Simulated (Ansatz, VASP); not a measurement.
Two plane-wave programs on MoS2

```
Mo S
1.0
     3.18514    0.00000    0.00000
    -1.59257    2.75841    0.00000
     0.00000    0.00000   37.15646
Mo S
4 8
Direct
  0.66667 0.33333 0.90167
  0.66667 0.33333 0.29674
  0.33333 0.66667 0.70326
  0.33333 0.66667 0.09833
  0.33333 0.66667 0.94373
  0.33333 0.66667 0.33879
  0.66667 0.33333 0.74532
  0.66667 0.33333 0.14039
  0.33333 0.66667 0.85961
  0.33333 0.66667 0.25468
  0.66667 0.33333 0.66121
  0.66667 0.33333 0.05627
```

Alike in both runs: task relaxation of cell and atoms; functional PBE; k mesh 12 × 12 × 1; occupations gaussian, width 0.02 eV; no spin polarisation.

|  | VASP | Ansatz |
| --- | --- | --- |
| version | VASP 6.6.1 | Ansatz 0.2.0 |
| potentials or method | VASP PAW PBE potentials, release 64 (Mo_sv, S), cutoff 600 eV | scalar-relativistic, plane waves, PAW |
| valence electrons in the cell | 104 | 104 |

Ansatz gave:

- gap on the k mesh at the Fermi level, each at its own relaxed structure (eV): 1.47
- relaxed volume (Å³/atom): 27.20
- relaxed length of the cell vector where the two differ most in proportion (Å): 37.156

Task: Which values does VASP return?

Result: gap on the k mesh at the Fermi level, each at its own relaxed structure (eV): 1.48; relaxed volume (Å³/atom): 27.18; relaxed length of the cell vector where the two differ most in proportion (Å): 37.143.
